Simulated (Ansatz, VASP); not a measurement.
GaP: VASP beside Ansatz

The input INCAR:

```
SYSTEM = GaP
  PREC = Accurate
  ENCUT = 520
  EDIFF = 1E-6
  ISMEAR = 0
  SIGMA = 0.05
  LREAL = .FALSE.
  LASPH = .TRUE.
  NELM = 100
  ALGO = Normal
  ISIF = 2
  LWAVE = .FALSE.
  LCHARG = .FALSE.
  GGA = PE
  NBANDS = 16
```

Contents of KPOINTS:

```
Automatic mesh
0
G
  10 10 10
  0 0 0
```

Contents of POSCAR:

```
GaP
1.0
    0.0000000000      2.8526440402      2.7041843210
    2.7041843210      0.0000000000      2.7041843210
    2.7041843210      2.8526440402      0.0000000000
Ga P
1 1
Direct
    0.0000000000      0.0000000000      0.0000000000
    0.7500000000      0.7500000000      0.7500000000
```

Input for Ansatz:

```yaml
crystal:
  lattice:
    - [0.0, 2.8526440402, 2.704184321]
    - [2.704184321, 0.0, 2.704184321]
    - [2.704184321, 2.8526440402, 0.0]
  atoms:
    - { symbol: Ga, position: [0.0, 0.0, 0.0] }
    - { symbol: P, position: [0.75, 0.75, 0.75] }
basis:
  ecutwfc: 420
kpoints:
  mp_grid: { grid: [10, 10, 10] }
hamiltonian:
  xc: pbe
  pseudopotentials: { kind: paw, azcp: { folder: soft_1 } }
scf:
  occupations: { method: gaussian, width: 0.05 }
output:
  forces: true
  stress: true
  eigenvalues: true
```

Alike in both runs: task single point; functional PBE; k mesh 10 × 10 × 10; occupations gaussian, width 0.05 eV; no spin polarisation.

```csv
,VASP,Ansatz
version,VASP 6.6.1,Ansatz 0.2.0
potentials or method,"VASP PAW PBE potentials, release 64 (Ga_d, P), cutoff 520 eV","scalar-relativistic, plane waves, PAW"
valence electrons in the cell,18,18
```

```tsv
	VASP	Ansatz	Ansatz less VASP
gap on the k mesh at the Fermi level (eV)	1.40	1.40	+0.001
least direct gap on the mesh (eV)	1.45	1.45	+0.004
pressure (GPa)	-0.1	0.0	+0.09
traceless stress, the component that is largest in VASP (GPa)	-2.84	-2.84	+0.005
```
